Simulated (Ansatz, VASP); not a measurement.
**One calculation of CsCl, two programs**

Contents of POSCAR:

```
CsCl
1.0
    4.0523835502      0.0000000000      0.0000000000
    0.0000000000      4.0523835502      0.0000000000
    0.0000000000      0.0000000000      4.0523835502
Cs Cl
1 1
Direct
    0.0000000000      0.0000000000      0.0000000000
    0.5000000000      0.5000000000      0.5000000000
```

INCAR.step1

```
SYSTEM = CsCl
PREC = Accurate ; ENCUT = 550
ISMEAR = 0 ; SIGMA = 0.01
LREAL = .False. ; LASPH = .True.
NELM = 120 ; NBANDS = 15
GGA = PE ; ALGO = Normal
EDIFF = 1E-5 ; LWAVE = .True.
LCHARG = .False. ; GGA_COMPAT = .False.
```

INCAR.step2

```
SYSTEM = CsCl
PREC = Accurate ; ENCUT = 550
EDIFF = 1E-6 ; ISMEAR = 0
SIGMA = 0.01 ; LREAL = .False.
LASPH = .True. ; NELM = 120
ALGO = Normal ; ISIF = 2
LWAVE = .False. ; LCHARG = .True.
METAGGA = R2SCAN ; LMIXTAU = .True.
LELF = .True. ; LVHAR = .True.
NBANDS = 15 ; ISTART = 1
GGA_COMPAT = .False.
```

The input KPOINTS:

```
Automatic mesh
0
Gamma
  6 6 6
  0 0 0
```

Input for Ansatz:

```yaml
crystal:
  lattice:
    - [4.0523835502, 0.0, 0.0]
    - [0.0, 4.0523835502, 0.0]
    - [0.0, 0.0, 4.0523835502]
  atoms:
    - { symbol: Cs, position: [0.0, 0.0, 0.0] }
    - { symbol: Cl, position: [0.5, 0.5, 0.5] }
kpoints:
  mp_grid: { grid: [6, 6, 6] }
hamiltonian:
  xc: r2scan
scf:
  occupations: { method: fixed }
  n_extra_bands: 4
output:
  forces: true
  stress: true
  eigenvalues: true
```

Alike in both runs: task single point; functional r2SCAN; k mesh 6 × 6 × 6; no spin polarisation.

|  | VASP | Ansatz |
| --- | --- | --- |
| version | VASP 6.6.1 | Ansatz 0.2.0 |
| potentials or method | VASP PAW PBE potentials, release 64 (Cs_sv, Cl) | plane waves, PAW |
| plane-wave cutoff (eV) | 550 | 500 |
| occupations | gaussian, width 0.01 eV | fixed |
| valence electrons in the cell | 16 | 16 |

|  | VASP | Ansatz | Ansatz less VASP |
| --- | --- | --- | --- |
| gap on the k mesh at the Fermi level (eV) | 5.84 | 5.85 | +0.005 |
| pressure (GPa) | 1.5 | 1.4 | -0.06 |

VASP's potentials were made for PBE, not for r2SCAN.

Neither program's run includes spin-orbit coupling.
